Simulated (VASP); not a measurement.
# LaTe (Fm-3m) in VASP: notebook

LaTe is run at these levels: LDA; tasks: electric field gradients.

Everything below comes from runs of VASP 6.6.1. Logs are shortened: lines on timing, memory, paths and dates and some standing lists are left out, and cuts for length are marked.

### Step 1. The cell of the first run

Symmetry: Fm-3m, No. 225, cubic system. The conventional cell has a = 6.548 Å, b = 6.548 Å, c = 6.548 Å, α = 90.00°, β = 90.00°, γ = 90.00°. Within 4.3 Å of La (site symmetry m-3m) lie 6 Te at 3.27 Å. Within 4.3 Å of Te (site symmetry m-3m) lie 6 La at 3.27 Å.

### Step 2. Electric field gradients, LDA (35.09 Å³/atom)

INCAR reads:

```
PREC     = Accurate       # precision mode
ENCUT    = 520            # plane-wave cutoff, eV
EDIFF    = 1E-8           # SCF threshold, eV
ISMEAR   = -1             # smearing method
SIGMA    = 0.08           # smearing width, eV
LREAL    = False          # projectors in reciprocal space
LASPH    = True           # aspherical terms in the spheres
NELM     = 100            # most SCF steps
ALGO     = Normal         # electronic algorithm
ISIF     = 2              # what is computed and relaxed
LWAVE    = False          # write WAVECAR
LCHARG   = False          # write CHGCAR
LEFG     = True         
NBANDS   = 16             # bands
```

KPOINTS reads:

```
regular mesh
0
Gamma
  10 10 10
```

POSCAR reads:

```
LaTe
1.0
    0.0000000000      3.2739767728      3.2739767728
    3.2739767728      0.0000000000      3.2739767728
    3.2739767728      3.2739767728      0.0000000000
La Te
1 1
Direct
    0.0000000000      0.0000000000      0.0000000000
    0.5000000000      0.5000000000      0.5000000000
```

Potentials or basis: VASP PAW LDA potentials, release 64 (La, Te).

On the command line:

```console
$ cat potpaw_LDA.64/La/POTCAR potpaw_LDA.64/Te/POTCAR > POTCAR
$ mpirun -np 1 vasp_std > vasp.out
```

OUTCAR:

```text
PREC = Accurate
   ENCUT = 520
   EDIFF = 1E-8
   ISMEAR = -1
   LREAL = False
   LASPH = True
   NELM = 100
   ISIF = 2

 ion  position               nearest neighbor table
   1  0.000  0.000  0.000-   2 3.27   2 3.27   2 3.27   2 3.27   2 3.27   2 3.27
   2  0.500  0.500  0.500-   1 3.27   1 3.27   1 3.27   1 3.27   1 3.27   1 3.27

  LATTYP: Found a face centered cubic cell.
 ALAT       =     6.5479535456

  Lattice vectors:

 A1 = (   0.0000000000,   3.2739767728,   3.2739767728)
 A2 = (   3.2739767728,   0.0000000000,   3.2739767728)
 A3 = (   3.2739767728,   3.2739767728,   0.0000000000)

Analysis of symmetry for initial positions (statically):
=====================================================================
 Subroutine PRICEL returns:
 Original cell was already a primitive cell.

 Routine SETGRP: Setting up the symmetry group for a
 face centered cubic supercell.

 Subroutine GETGRP returns: Found 48 space group operations
 (whereof 48 operations were pure point group operations)
 out of a pool of 48 trial point group operations.

The static configuration has the point symmetry O_h .

Analysis of symmetry for dynamics (positions and initial velocities):
=====================================================================
 Subroutine PRICEL returns:
 Original cell was already a primitive cell.

 Routine SETGRP: Setting up the symmetry group for a
 face centered cubic supercell.

 Subroutine GETGRP returns: Found 48 space group operations
 (whereof 48 operations were pure point group operations)
 out of a pool of 48 trial point group operations.

The dynamic configuration has the point symmetry O_h .

 Subroutine INISYM returns: Found 48 space group operations
 (whereof 48 operations are pure point group operations),
 and found     1 'primitive' translations

----------------------------------------------------------------------------------------

                                     Primitive cell

  volume of cell :      70.1870

  direct lattice vectors                    reciprocal lattice vectors
     0.000000000  3.273976773  3.273976773    -0.152719471  0.152719471  0.152719471
     3.273976773  0.000000000  3.273976773     0.152719471 -0.152719471  0.152719471
     3.273976773  3.273976773  0.000000000     0.152719471  0.152719471 -0.152719471

  length of vectors
     4.630102355  4.630102355  4.630102355     0.264517883  0.264517883  0.264517883

  position of ions in fractional coordinates (direct lattice)
     0.000000000  0.000000000  0.000000000
     0.500000000  0.500000000  0.500000000

  ion indices of the primitive-cell ions
   primitive index   ion index
                 1           1
                 2           2

----------------------------------------------------------------------------------------

 KPOINTS: regular mesh

Automatic generation of k-mesh.
 Grid dimensions read from file:
 generate k-points for:   10   10   10

 Generating k-lattice:

  Cartesian coordinates                     Fractional coordinates (reciprocal lattice)
    -0.015271947  0.015271947  0.015271947     0.100000000  0.000000000  0.000000000
     0.015271947 -0.015271947  0.015271947     0.000000000  0.100000000  0.000000000
     0.015271947  0.015271947 -0.015271947     0.000000000  0.000000000  0.100000000

  Length of vectors
     0.026451788  0.026451788  0.026451788

  Shift w.r.t. Gamma in fractional coordinates (k-lattice)
     0.000000000  0.000000000  0.000000000

 Subroutine IBZKPT returns following result:
 ===========================================

 Found     47 irreducible k-points:

 Following reciprocal coordinates:
            Coordinates               Weight
  0.000000  0.000000  0.000000      1.000000
  0.100000  0.000000  0.000000      8.000000
  0.200000  0.000000  0.000000      8.000000
  0.300000  0.000000  0.000000      8.000000
  0.400000  0.000000  0.000000      8.000000
  0.500000  0.000000  0.000000      4.000000
[... 16 lines left out ...]
  0.300000  0.300000  0.000000      6.000000
  0.400000  0.300000  0.000000     24.000000
 [... further k-points ...]
   k-points           NKPTS =     47   k-points in BZ     NKDIM =     47   number of bands    NBANDS=     16
   number of dos      NEDOS =    301   number of ions     NIONS =      2
   total plane-waves  NPLWV =  46656
   dimension x,y,z NGX =    36 NGY =   36 NGZ =   36
   dimension x,y,z NGXF=    72 NGYF=   72 NGZF=   72
   ions per type =               1   1
   NGX,Y,Z   is equivalent  to a cutoff of  12.93, 12.93, 12.93 a.u.
   NGXF,Y,Z  is equivalent  to a cutoff of  25.85, 25.85, 25.85 a.u.
 SYSTEM =  unknown system
   PREC   = accura    normal or accurate (medium, high low for compatibility)
   ISTART =      0    job   : 0-new  1-cont  2-samecut
   ICHARG =      2    charge: 1-file 2-atom 10-const
   ISPIN  =      1    spin polarized calculation?
   LNONCOLLINEAR =      F non collinear calculations
   LSORBIT =      F    spin-orbit coupling
   LASPH  =      T    aspherical Exc in radial PAW
   ENCUT  =  520.0 eV  38.22 Ry    6.18 a.u.   8.61  8.61  8.61*2*pi/ulx,y,z
   NELM   =    100;   NELMIN=  2; NELMDL= -5     # of ELM steps
   EDIFF  = 0.1E-07   stopping-criterion for ELM
   LREAL  =      F    real-space projection
   EDIFFG = 0.1E-06   stopping-criterion for IOM
   NSW    =      0    number of steps for IOM
   IBRION =     -1    ionic relax: 0-MD 1-quasi-New 2-CG
   NFREE  =      0    steps in history (QN), initial steepest desc. (CG)
   ISIF   =      2    stress and relaxation
   ISYM   =      2    0-nonsym 1-usesym 2-fastsym
   POTIM  = 0.5000    time-step for ionic-motion
   TEBEG  =    0.0;   TEEND  =   0.0 temperature during run
   PSTRESS=    0.0 pullay stress
   NELECT =      17.0000    total number of electrons
   NUPDOWN=      -1.0000    fix difference up-down
   EMIN   =  10.00;   EMAX   =-10.00  energy-range for DOS
   EFERMI =   0.00;   METHOD = LEGACY
   ISMEAR =    -1;   SIGMA  =   0.08  broadening in eV -4-tet -1-fermi 0-gaus
   EFERMI_NEDOS =   21; number of points for ismear=-14 and -15
   IALGO  =     38    algorithm
   IMIX   =      4    mixing-type and parameters
     AMIX     =   0.40;   BMIX     =  1.00
     AMIX_MAG =   1.60;   BMIX_MAG =  1.00
  volume/ion in A,a.u.               =      35.09       236.82
  Fermi-wavevector in a.u.,A,eV,Ry     =   1.020482  1.928432 14.168896  1.041384
  Thomas-Fermi vector in A             =   2.154054
   LORBIT       =      0    0 simple, 1 ext, 2 COOP (PROOUT), +10 PAW based schemes
   GGA     = CA    functional components
   LHFCALC =     F    Hartree Fock is set to
   AEXX    =    0.0000 exact exchange contribution
   IVDW    =     0    specifies the selected vdW correction
   LEPSILON=     F    determine dielectric tensor
   LRPA    =     F    only Hartree local field effects (RPA)
 non-spin polarized calculation
  energy-cutoff  :      520.00
  volume of cell :       70.19
 maximum number of plane-waves:      1917
   NGX = 17   NGY = 17   NGZ = 17

 number of electron      17.0000001 magnetization

 Free energy of the ion-electron system (eV)
  ---------------------------------------------------
  ext. energy  EPLUGINS =         0.00000000
  ---------------------------------------------------
  free energy    TOTEN  =       -12.53281600 eV

  energy without entropy =      -12.49782177  energy(sigma->0) =      -12.51531888

 E-fermi :   7.6682     XC(G=0):  -9.5398

 val. band max:        7.6488372388   @ k =  -0.4000   0.3000   0.0000
 cond. band min:       7.6749232828   @ k =   0.0000   0.0000   0.0000
 fundamental gap:      0.0260860440
 Fermi energy:         7.6682283812

 k-point     1 :       0.0000    0.0000    0.0000
  band No.  band energies     occupation
      1     -25.7691      2.00000
      2      -9.4620      2.00000
      3      -9.4620      2.00000
      4      -9.4620      2.00000
      5      -4.5468      2.00000
      6       5.3622      2.00000
[... 8 lines left out ...]
     15       8.8879      0.00000
     16       8.8879      0.00000
[... 419 lines left out ...]
 k-point    24 :       0.4000    0.3000    0.0000
  band No.  band energies     occupation
      1     -25.7503      2.00000
      2      -9.6909      2.00000
      3      -9.5427      2.00000
      4      -9.5338      2.00000
      5      -4.0887      2.00000
      6       3.5255      2.00000
[... 8 lines left out ...]
     15       8.9379      0.00000
     16       9.0653      0.00000

 [... further k-points ...]

------------------------ aborting loop because EDIFF is reached ----------------------------------------

  FORCE on cell =-STRESS in cart. coord.  units (eV):
  Direction    XX          YY          ZZ          XY          YZ          ZX
  --------------------------------------------------------------------------------------
  -------------------------------------------------------------------------------------
  Total       -2.1682397     -2.1682397     -2.1682397      0.0000000      0.0000000     -0.0000000
  in kB      -49.4949738    -49.4949738    -49.4949738      0.0000000      0.0000000     -0.0000000
  external PRESSURE =     -49.4949738 kB  Pullay stress =       0.0000000 kB

 VOLUME and BASIS-vectors are now :
 -----------------------------------------------------------------------------
  energy-cutoff  :      520.00
  volume of cell :       70.19
      direct lattice vectors                 reciprocal lattice vectors
     0.000000000  3.273976773  3.273976773    -0.152719471  0.152719471  0.152719471
     3.273976773  0.000000000  3.273976773     0.152719471 -0.152719471  0.152719471
     3.273976773  3.273976773  0.000000000     0.152719471  0.152719471 -0.152719471

 POSITION                                       TOTAL-FORCE (eV/Angst)
 -----------------------------------------------------------------------------------
      0.00000      0.00000      0.00000         0.000000     -0.000000      0.000000
      3.27398      3.27398      3.27398        -0.000000      0.000000     -0.000000
 -----------------------------------------------------------------------------------
    total drift:                                0.000000      0.000000      0.000000

  FREE ENERGIE OF THE ION-ELECTRON SYSTEM (eV)
  ---------------------------------------------------
  free  energy   TOTEN  =       -12.5328159976 eV

  energy  without entropy=      -12.4978217664  energy(sigma->0) =      -12.51531888

 Electric field gradients (V/A^2)
---------------------------------------------------------------------
 ion       V_xx      V_yy      V_zz      V_xy      V_xz      V_yz
---------------------------------------------------------------------
   1      -0.000    -0.000     0.000     0.000     0.000     0.000
   2       0.000     0.000     0.000    -0.000    -0.000    -0.000
---------------------------------------------------------------------

 Electric field gradients after diagonalization (V/A^2)
 (convention: |V_zz| > |V_xx| > |V_yy|)
----------------------------------------------------------------------
 ion       V_xx      V_yy      V_zz     asymmetry (V_yy - V_xx)/ V_zz
----------------------------------------------------------------------
   1      -0.000    -0.000     0.000       0.000
   2       0.000     0.000    -0.000       0.000
----------------------------------------------------------------------

           NMR quadrupolar parameters

 Cq : quadrupolar parameter    Cq=e*Q*V_zz/h
 eta: asymmetry parameters     (V_yy - V_xx)/ V_zz
 Q  : nuclear electric quadrupole moment in mb (millibarn)
----------------------------------------------------------------------
 ion       Cq(MHz)       eta       Q (mb)
----------------------------------------------------------------------
   1       0.000       0.000       1.000
   2      -0.000       0.000       1.000
----------------------------------------------------------------------
```

Wall time 53 s (1 thread of Intel Xeon Platinum 8375C at 2.90GHz (Ice Lake), shared host); peak memory 0.22 GiB.

What came out:

* Free energy: -12.5328 eV
* Pressure: -4.9 GPa
* Band gap on the k mesh: zero (an odd number of electrons rules out a gap without spin polarisation)
* Largest electric field gradient by atom: zero within the noise of the run

Levels at points of the mesh, in eV from the Fermi level:
```
           k point  band 5  band 6  band 7  band 8  band 9  band 10  band 11  band 12
(0.00, 0.00, 0.00)  -12.22   -2.31   -2.31   -2.31    0.01     0.01     0.01     0.62
(0.50, 0.00, 0.00)  -11.27   -5.09   -3.77   -3.77    0.66     0.93     0.93     1.11
(0.50, 0.50, 0.00)  -11.89   -3.64   -2.72   -2.72   -1.48     1.01     1.02     1.08
```

Caveat: the cell stands under tension; spin-orbit coupling is left out, which moves the levels of the heavy elements.

(Continued in part 2 of 2.)
